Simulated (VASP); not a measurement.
# MgS (Fm-3m) in VASP: notebook, part 2 of 2

VASP 6.6.1. The steps go on from the part before.

**5. Elastic constants, LDA**

This run uses another cell than the first one, of 16.86 Å³/atom.

Contents of INCAR:

```
SYSTEM = MgS
  PREC = Accurate
  ENCUT = 600
  EDIFF = 1E-8
  ISMEAR = 0
  SIGMA = 0.01
  LREAL = .FALSE.
  LASPH = .TRUE.
  NELM = 100
  ALGO = Normal
  ISIF = 3
  LWAVE = .FALSE.
  LCHARG = .TRUE.
  IBRION = 6
  NFREE = 2
  POTIM = 0.015
  NSW = 1
```

Contents of KPOINTS:

```
Automatic mesh
0
G
  8 8 8
  0 0 0
```

Contents of POSCAR:

```
MgS
1.0
    0.0000000000      2.5641821436      2.5641821436
    2.5641821436      0.0000000000      2.5641821436
    2.5641821436      2.5641821436      0.0000000000
Mg S
1 1
Direct
    0.0000000000      0.0000000000      0.0000000000
    0.5000000000      0.5000000000      0.5000000000
```

Potentials or basis: VASP PAW LDA potentials, release 64 (Mg, S).

On the command line:

```
cat potpaw_LDA.64/Mg/POTCAR potpaw_LDA.64/S/POTCAR > POTCAR
mpirun -np 1 vasp_std > vasp.out
```

OUTCAR:

```text
SYSTEM = MgS
   PREC = Accurate
   ENCUT = 600
   EDIFF = 1E-8
   ISMEAR = 0
   LREAL = .FALSE.
   LASPH = .TRUE.
   NELM = 100
   ISIF = 3
   IBRION = 6
   NFREE = 2
   POTIM = 0.015
   NSW = 1

 ion  position               nearest neighbor table
   1  0.000  0.000  0.000-   2 2.56   2 2.56   2 2.56   2 2.56   2 2.56   2 2.56
   2  0.500  0.500  0.500-   1 2.56   1 2.56   1 2.56   1 2.56   1 2.56   1 2.56

  LATTYP: Found a face centered cubic cell.
 ALAT       =     5.1283642872

  Lattice vectors:

 A1 = (   0.0000000000,   2.5641821436,   2.5641821436)
 A2 = (   2.5641821436,   0.0000000000,   2.5641821436)
 A3 = (   2.5641821436,   2.5641821436,   0.0000000000)

Analysis of symmetry for initial positions (statically):
=====================================================================
[... 687 lines left out ...]
  x     0.00000     0.00000     0.00000     0.00000     0.00000     0.00000
  y     0.00000     0.00000     0.00000     0.00000     0.00000     0.00000
  z     0.00000     0.00000     0.00000     0.00000     0.00000     0.00000

 INTERNAL STRAIN TENSOR FOR ION    2 for displacements in x,y,z  (eV/Angst):
          X           Y           Z          XY          YZ          ZX
  --------------------------------------------------------------------------------
  x     0.00000     0.00000     0.00000     0.00000     0.00000     0.00000
  y     0.00000     0.00000     0.00000     0.00000     0.00000     0.00000
  z     0.00000     0.00000     0.00000     0.00000     0.00000     0.00000

 Eigenvectors and eigenvalues of the dynamical matrix
 ----------------------------------------------------

   1 f  =    7.575398 THz    47.597632 2PiTHz  252.688091 cm-1    31.329316 meV
             X         Y         Z           dx          dy          dz
      0.000000  0.000000  0.000000    -0.754117    0.000000   -0.000000
      2.564182  2.564182  2.564182     0.656740   -0.000000   -0.000000
[... 21 lines left out ...]
   6 f/i=    0.001113 THz     0.006993 2PiTHz    0.037125 cm-1     0.004603 meV
             X         Y         Z           dx          dy          dz
      0.000000  0.000000  0.000000    -0.124028    0.643872    0.036781
      2.564182  2.564182  2.564182    -0.142418    0.739342    0.042235

--------------------------------------------------------------------------------------------------------

 ELASTIC MODULI CONTR FROM IONIC RELAXATION (kBar)
 Direction    XX          YY          ZZ          XY          YZ          ZX
 --------------------------------------------------------------------------------
 XX           0.0000      0.0000      0.0000      0.0000      0.0000      0.0000
 YY           0.0000      0.0000      0.0000      0.0000      0.0000      0.0000
 ZZ           0.0000      0.0000      0.0000      0.0000      0.0000      0.0000
 XY           0.0000      0.0000      0.0000      0.0000      0.0000      0.0000
 YZ           0.0000      0.0000      0.0000      0.0000      0.0000      0.0000
 ZX           0.0000      0.0000      0.0000      0.0000      0.0000      0.0000
 --------------------------------------------------------------------------------

 TOTAL ELASTIC MODULI (kBar)
 Direction    XX          YY          ZZ          XY          YZ          ZX
 --------------------------------------------------------------------------------
 XX        1649.8124    430.5420    430.5420      0.0000      0.0000     -0.0000
 YY         430.5420   1649.8124    430.5420     -0.0000      0.0000      0.0000
 ZZ         430.5420    430.5420   1649.8124      0.0000      0.0000     -0.0000
 XY           0.0000     -0.0000      0.0000    570.4190      0.0000      0.0000
 YZ           0.0000      0.0000      0.0000      0.0000    570.4190      0.0000
 ZX          -0.0000      0.0000     -0.0000      0.0000      0.0000    570.4190
 --------------------------------------------------------------------------------
```

stdout:

```text
POSCAR found type information on POSCAR MgS
 POSCAR found :  2 types and       2 ions
 scaLAPACK will be used
 LDA part: xc-table for (Slater(with rela. corr.)+CA(PZ))
 , standard interpolation
 POSCAR, INCAR and KPOINTS ok, starting setup
 FFT: planning ... GRIDC
 FFT: planning ... GRID_SOFT
 FFT: planning ... GRID
 WAVECAR not read
 entering main loop
 Found     2 degrees of freedom:
 Adding 6 more for cell shape distortion
 Finite differences POTIM= 0.01500 DOF=   8
 bond charge predicted
 Finite differences progress:
 bond charge predicted
 Finite differences progress:
 bond charge predicted
 Finite differences progress:
 bond charge predicted
 Finite differences progress:
 bond charge predicted
 Finite differences progress:
 bond charge predicted
 Finite differences progress:
 bond charge predicted
 Finite differences progress:
 bond charge predicted
 Finite differences progress:
 bond charge predicted
 Finite differences progress:
 bond charge predicted
 Finite differences progress:
 bond charge predicted
 Finite differences progress:
 bond charge predicted
 Finite differences progress:
 bond charge predicted
 Finite differences progress:
 bond charge predicted
 Finite differences progress:
 bond charge predicted
 Finite differences progress:
 bond charge predicted
 Finite differences progress:
```

Wall time 2.3 min (1 thread of Intel Xeon 6975P-C (Granite Rapids), shared host); peak memory 0.24 GiB.

What came out:

| Item | Value |
| --- | --- |
| Elastic constants C11, C12, C44 | 165, 43, 57 GPa |
| Voigt bulk modulus | 84 GPa |
| Highest phonon frequency at Γ, LO-TO splitting left out | 253 cm⁻¹ |

Phonon frequencies in cm⁻¹ (negative: imaginary):
| q point | frequencies |
| --- | --- |
| (0.000, 0.000, 0.000) | 0 0 0 253 253 253 |

Elastic tensor in Voigt notation (GPa, in the Cartesian axes of the cell as first typed):
```
165  43  43   0   0   0
 43 165  43   0   0   0
 43  43 165   0   0   0
  0   0   0  57   0   0
  0   0   0   0  57   0
  0   0   0   0   0  57
```

Clamped-ion elastic tensor (GPa):
```
165  43  43   0   0   0
 43 165  43   0   0   0
 43  43 165   0   0   0
  0   0   0  57   0   0
  0   0   0   0  57   0
  0   0   0   0   0  57
```
